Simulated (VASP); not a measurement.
Runs of VASP 6.6.1 on GaN. The structure is that of space group F-43m (No. 216), or close to it. The cells are those of the table. 

```csv
task,cell,k mesh,cutoff (eV),smearing,gap on the mesh (eV),pressure (GPa),relaxed volume (Å³/atom)
single point,"a = 3.216 Å, angles 60.0°, 2 atoms",10 × 10 × 10,520,gaussian 0.02 eV,1.55,0.1,-
relaxation of cell and atoms,"relaxed from a = 3.187 Å, angles 60.0°, 2 atoms",6 × 6 × 6,600,gaussian 0.1 eV,1.55,-0.1,11.76
single point,"a = 3.215 Å, angles 60.0°, 2 atoms",6 × 6 × 6,520,gaussian 0.1 eV,1.55,(a),-
relaxation of cell and atoms,"relaxed from a = 3.215 Å, angles 60.0°, 2 atoms",10 × 10 × 10,600,gaussian 0.02 eV,1.55,0.0,11.76
```

Alike in all rows: level PBE; potentials or basis VASP PAW PBE potentials, release 64 (Ga_d, N); no spin polarisation.

Task: Fill in the values left out.

Result: (a) 0.3.

A k mesh can miss the band edges, and the runs leave out spin-orbit coupling on Ga.
